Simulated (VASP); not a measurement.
# WC (P1) in VASP: single point with PBE

Aim: the single point of WC with PBE.

All numbers are computed with VASP 6.6.1; they aren't measurements. Logs are shortened: lines on timing, memory, paths and dates and some standing lists are left out, and cuts for length are marked.

### 1 The cell of the first run

The typed cell holds 2 atoms: a = 2.845 Å, b = 2.920 Å, c = 2.930 Å, α = 59.95°, β = 89.98°, γ = 89.97°.

The cell was built from a structure type or drawn by symmetry, and may not be a known phase.

### 2 Single point, PBE

INCAR reads:

```
  PREC = Accurate
  ENCUT = 600
  EDIFF = 1E-6
  ISMEAR = 0
  SIGMA = 0.2
  LREAL = F
  LASPH = T
  NELM = 120
  ALGO = Normal
  ISIF = 2
  LWAVE = F
  LCHARG = F
  GGA = PE
  NBANDS = 16
  GGA_COMPAT = F
```

KPOINTS reads:

```
Automatic mesh
0
Gamma
  7 7 5
```

POSCAR reads:

```
WC
1.0
    2.8405894431     -0.0884855763     -0.1210436002
    0.0956249548      2.9169880607      0.0782764826
    0.1538934568      1.3945097924      2.5719025879
W C
1 1
Direct
    0.4573653224      0.1749898843      0.5651456193
    0.9573504676      0.5087580957      0.8983772707
```

Potentials or basis: VASP PAW PBE potentials, release 64 (W_sv, C).

The run is started by

```console
$ cat potpaw_PBE.64/W_sv/POTCAR potpaw_PBE.64/C/POTCAR > POTCAR
$ mpirun -np 1 vasp_std > vasp.out
```

OUTCAR:

```text
PREC = Accurate
   ENCUT = 600
   EDIFF = 1E-6
   ISMEAR = 0
   LREAL = F
   LASPH = T
   NELM = 120
   ISIF = 2
   GGA = PE

 ion  position               nearest neighbor table
   1  0.457  0.175  0.565-   2 2.20   2 2.20   2 2.21   2 2.21   2 2.21   2 2.21
   2  0.957  0.509  0.898-   1 2.20   1 2.20   1 2.21   1 2.21   1 2.21   1 2.21

  LATTYP: Found a triclinic cell.
 ALAT       =     2.9196045427
 B/A-ratio  =     1.0009038383
 C/A-ratio  =     0.9742907967
 COS(alpha) =     0.0001928701
 COS(beta)  =     0.0004870594
 COS(gamma) =     0.4969981915

  Lattice vectors:

 A1 = (  -0.0956249548,  -2.9169880607,  -0.0782764826)
 A2 = (   0.0582685020,  -1.5224782683,   2.4936261053)
 A3 = (  -2.8405894431,   0.0884855763,   0.1210436002)

Analysis of symmetry for initial positions (statically):
=====================================================================
 Subroutine PRICEL returns:
 Original cell was already a primitive cell.

 Routine SETGRP: Setting up the symmetry group for a
 triclinic supercell.

 Subroutine GETGRP returns: Found  1 space group operations
 (whereof  1 operations were pure point group operations)
 out of a pool of  2 trial point group operations.

The static configuration has the point symmetry C_1 .

Analysis of symmetry for dynamics (positions and initial velocities):
=====================================================================
 Subroutine PRICEL returns:
 Original cell was already a primitive cell.

 Routine SETGRP: Setting up the symmetry group for a
 triclinic supercell.

 Subroutine GETGRP returns: Found  1 space group operations
 (whereof  1 operations were pure point group operations)
 out of a pool of  2 trial point group operations.

The dynamic configuration has the point symmetry C_1 .

 Subroutine INISYM returns: Found  1 space group operations
 (whereof  1 operations are pure point group operations),
 and found     1 'primitive' translations

----------------------------------------------------------------------------------------

                                     Primitive cell

  volume of cell :      21.0595

  direct lattice vectors                    reciprocal lattice vectors
     2.840589443 -0.088485576 -0.121043600     0.351055147 -0.011106230 -0.014983983
     0.095624955  2.916988061  0.078276483     0.002791127  0.347792742 -0.188743510
     0.153893457  1.394509792  2.571902588     0.016437053 -0.011107859  0.393856465

  length of vectors
     2.844543836  2.919604543  2.929679791     0.351550258  0.395716684  0.394355774

  position of ions in fractional coordinates (direct lattice)
     0.457365322  0.174989884  0.565145619
     0.957350468  0.508758096  0.898377271

  ion indices of the primitive-cell ions
   primitive index   ion index
                 1           1
                 2           2

----------------------------------------------------------------------------------------

 KPOINTS: Automatic mesh

Automatic generation of k-mesh.
 Grid dimensions read from file:
 generate k-points for:    7    7    5

 Generating k-lattice:

  Cartesian coordinates                     Fractional coordinates (reciprocal lattice)
     0.050150735 -0.001586604 -0.002140569     0.142857143  0.000000000  0.000000000
     0.000398732  0.049684677 -0.026963359    -0.000000000  0.142857143  0.000000000
     0.003287411 -0.002221572  0.078771293    -0.000000000  0.000000000  0.200000000

  Length of vectors
     0.050221465  0.056530955  0.078871155

  Shift w.r.t. Gamma in fractional coordinates (k-lattice)
     0.000000000  0.000000000  0.000000000

 Subroutine IBZKPT returns following result:
 ===========================================

 Found    123 irreducible k-points:

 Following reciprocal coordinates:
            Coordinates               Weight
  0.000000  0.000000  0.000000      1.000000
  0.142857 -0.000000  0.000000      2.000000
  0.285714  0.000000 -0.000000      2.000000
  0.428571  0.000000  0.000000      2.000000
  0.000000  0.142857  0.000000      2.000000
  0.142857  0.142857  0.000000      2.000000
[... 16 lines left out ...]
 -0.428571  0.428571 -0.000000      2.000000
 -0.285714  0.428571  0.000000      2.000000
 [... further k-points ...]
   k-points           NKPTS =    123   k-points in BZ     NKDIM =    123   number of bands    NBANDS=     16
   number of dos      NEDOS =    301   number of ions     NIONS =      2
   total plane-waves  NPLWV =  13824
   dimension x,y,z NGX =    24 NGY =   24 NGZ =   24
   dimension x,y,z NGXF=    48 NGYF=   48 NGZF=   48
   ions per type =               1   1
   NGX,Y,Z   is equivalent  to a cutoff of  14.03, 13.67, 13.62 a.u.
   NGXF,Y,Z  is equivalent  to a cutoff of  28.05, 27.33, 27.24 a.u.
 SYSTEM =  unknown system
   PREC   = accura    normal or accurate (medium, high low for compatibility)
   ISTART =      0    job   : 0-new  1-cont  2-samecut
   ICHARG =      2    charge: 1-file 2-atom 10-const
   ISPIN  =      1    spin polarized calculation?
   LNONCOLLINEAR =      F non collinear calculations
   LSORBIT =      F    spin-orbit coupling
   LASPH  =      T    aspherical Exc in radial PAW
   ENCUT  =  600.0 eV  44.10 Ry    6.64 a.u.   5.68  5.83  5.85*2*pi/ulx,y,z
   NELM   =    120;   NELMIN=  2; NELMDL= -5     # of ELM steps
   EDIFF  = 0.1E-05   stopping-criterion for ELM
   LREAL  =      F    real-space projection
   EDIFFG = 0.1E-04   stopping-criterion for IOM
   NSW    =      0    number of steps for IOM
   IBRION =     -1    ionic relax: 0-MD 1-quasi-New 2-CG
   NFREE  =      0    steps in history (QN), initial steepest desc. (CG)
   ISIF   =      2    stress and relaxation
   ISYM   =      2    0-nonsym 1-usesym 2-fastsym
   POTIM  = 0.5000    time-step for ionic-motion
   TEBEG  =    0.0;   TEEND  =   0.0 temperature during run
   PSTRESS=    0.0 pullay stress
   NELECT =      18.0000    total number of electrons
   NUPDOWN=      -1.0000    fix difference up-down
   EMIN   =  10.00;   EMAX   =-10.00  energy-range for DOS
   EFERMI =   0.00;   METHOD = LEGACY
   ISMEAR =     0;   SIGMA  =   0.20  broadening in eV -4-tet -1-fermi 0-gaus
   EFERMI_NEDOS =   21; number of points for ismear=-14 and -15
   IALGO  =     38    algorithm
   IMIX   =      4    mixing-type and parameters
     AMIX     =   0.40;   BMIX     =  1.00
     AMIX_MAG =   1.60;   BMIX_MAG =  1.00
  volume/ion in A,a.u.               =      10.53        71.06
  Fermi-wavevector in a.u.,A,eV,Ry     =   1.553637  2.935948 32.841575  2.413788
  Thomas-Fermi vector in A             =   2.657839
   LORBIT       =      0    0 simple, 1 ext, 2 COOP (PROOUT), +10 PAW based schemes
   GGA     = PE    functional components
   LHFCALC =     F    Hartree Fock is set to
   AEXX    =    0.0000 exact exchange contribution
   IVDW    =     0    specifies the selected vdW correction
   LEPSILON=     F    determine dielectric tensor
   LRPA    =     F    only Hartree local field effects (RPA)
 non-spin polarized calculation
 Gauss-broadening in eV      SIGMA  =   0.20
  energy-cutoff  :      600.00
  volume of cell :       21.06
 maximum number of plane-waves:       712
   NGX = 11   NGY = 11   NGZ = 11

 number of electron      17.9999999 magnetization

 Free energy of the ion-electron system (eV)
  ---------------------------------------------------
  ext. energy  EPLUGINS =         0.00000000
  ---------------------------------------------------
  free energy    TOTEN  =       -22.44908594 eV

  energy without entropy =      -22.44372307  energy(sigma->0) =      -22.44640451

 E-fermi :  11.0069     XC(G=0): -13.7187

 val. band max:       10.9818964394   @ k =   0.0000   0.0000   0.0000
 cond. band min:      11.0326498659   @ k =   0.1429  -0.0000   0.0000
 fundamental gap:      0.0507534265
 Fermi energy:        11.0068773562

 k-point     1 :       0.0000    0.0000    0.0000
  band No.  band energies     occupation
      1     -63.1749      2.00000
      2     -27.1562      2.00000
      3     -27.0611      2.00000
      4     -27.0537      2.00000
      5      -3.4721      2.00000
      6       6.6378      2.00000
[... 8 lines left out ...]
     15      25.0877      0.00000
     16      27.3966      0.00000

 k-point     2 :       0.1429   -0.0000    0.0000
  band No.  band energies     occupation
      1     -63.1676      2.00000
      2     -27.2968      2.00000
      3     -27.0489      2.00000
      4     -27.0415      2.00000
      5      -2.9908      2.00000
      6       6.3123      2.00000
[... 8 lines left out ...]
     15      26.1302      0.00000
     16      27.7121      0.00000

 k-point     3 :       0.2857    0.0000   -0.0000
  band No.  band energies     occupation
      1     -63.1510      2.00000
      2     -27.6023      2.00000
      3     -27.0213      2.00000
      4     -27.0140      2.00000
      5      -1.7005      2.00000
      6       4.8561      2.00000
[... 8 lines left out ...]
     15      26.3682      0.00000
     16      30.0085      0.00000

 k-point     4 :       0.4286    0.0000    0.0000
  band No.  band energies     occupation
      1     -63.1377      2.00000
      2     -27.8377      2.00000
      3     -26.9991      2.00000
      4     -26.9917      2.00000
      5      -0.0093      2.00000
      6       2.8596      2.00000
[... 8 lines left out ...]
     15      23.5732      0.00000
     16      28.5504      0.00000
[... 324 lines left out ...]
 k-point    22 :       0.4286    0.4286   -0.0000
  band No.  band energies     occupation
      1     -63.0872      2.00000
      2     -27.6894      2.00000
      3     -27.6823      2.00000
      4     -27.1625      2.00000
      5      -0.2651      2.00000
      6       4.3929      2.00000
[... 8 lines left out ...]
     15      24.0549      0.00000
     16      26.4793      0.00000

 k-point    23 :      -0.4286    0.4286   -0.0000
  band No.  band energies     occupation
      1     -63.0872      2.00000
      2     -27.6889      2.00000
      3     -27.6830      2.00000
      4     -27.1625      2.00000
      5      -0.2646      2.00000
      6       4.3928      2.00000
[... 8 lines left out ...]
     15      24.0584      0.00000
     16      26.4797      0.00000

 k-point    24 :      -0.2857    0.4286    0.0000
  band No.  band energies     occupation
      1     -63.1001      2.00000
      2     -27.7210      2.00000
      3     -27.4686      2.00000
      4     -27.1884      2.00000
      5      -0.1466      2.00000
      6       3.9803      2.00000
[... 8 lines left out ...]
     15      24.5123      0.00000
     16      27.4716      0.00000

 [... further k-points ...]
[... 5 lines left out ...]
  --------------------------------------------------------------------------------------
  -------------------------------------------------------------------------------------
  Total        0.1957651      0.1602097      0.0843709     -0.0202599      0.0102828     -0.0072323
  in kB       14.8935222     12.1885176      6.4188145     -1.5413453      0.7822996     -0.5502263
  external PRESSURE =      11.1669514 kB  Pullay stress =       0.0000000 kB

 VOLUME and BASIS-vectors are now :
 -----------------------------------------------------------------------------
  energy-cutoff  :      600.00
  volume of cell :       21.06
      direct lattice vectors                 reciprocal lattice vectors
     2.840589443 -0.088485576 -0.121043600     0.351055147 -0.011106230 -0.014983983
     0.095624955  2.916988061  0.078276483     0.002791127  0.347792742 -0.188743510
     0.153893457  1.394509792  2.571902588     0.016437053 -0.011107859  0.393856465

 POSITION                                       TOTAL-FORCE (eV/Angst)
 -----------------------------------------------------------------------------------
      1.40289      1.25807      1.41184        -0.000679      0.002706     -0.000951
      2.90634      2.65213      2.23448         0.000679     -0.002706      0.000951
 -----------------------------------------------------------------------------------
    total drift:                               -0.000039     -0.000010     -0.000041

  FREE ENERGIE OF THE ION-ELECTRON SYSTEM (eV)
  ---------------------------------------------------
  free  energy   TOTEN  =       -22.4490859416 eV

  energy  without entropy=      -22.4437230714  energy(sigma->0) =      -22.44640451
```

Wall time 27 s (1 thread of Intel Xeon Platinum 8488C (Sapphire Rapids), shared host); peak memory 0.17 GiB.

Results:

| Item | Value |
| --- | --- |
| Free energy | -22.4491 eV |
| Pressure | 1.1 GPa |
| Band gap on the k mesh | zero (bands 9 and 10 overlap by 1.04 eV) |

Forces on the atoms (eV/Å):
```
W   -0.001  0.003 -0.001
C    0.001 -0.003  0.001
```

Stress tensor (GPa, compression positive):
```
 1.49 -0.15 -0.06
-0.15  1.22  0.08
-0.06  0.08  0.64
```

Levels at points of the mesh, in eV from the Fermi level:
```
           k point  band 6  band 7  band 8  band 9  band 10  band 11  band 12  band 13
(0.00, 0.00, 0.00)   -4.37   -3.46   -3.40   -0.02     3.02     3.03     5.40     5.43
```

Caveat: the k points lie up to 0.44 Å⁻¹ apart, too coarse for converged energies and pressures of a metal; spin-orbit coupling is left out, which moves the levels of the heavy elements.
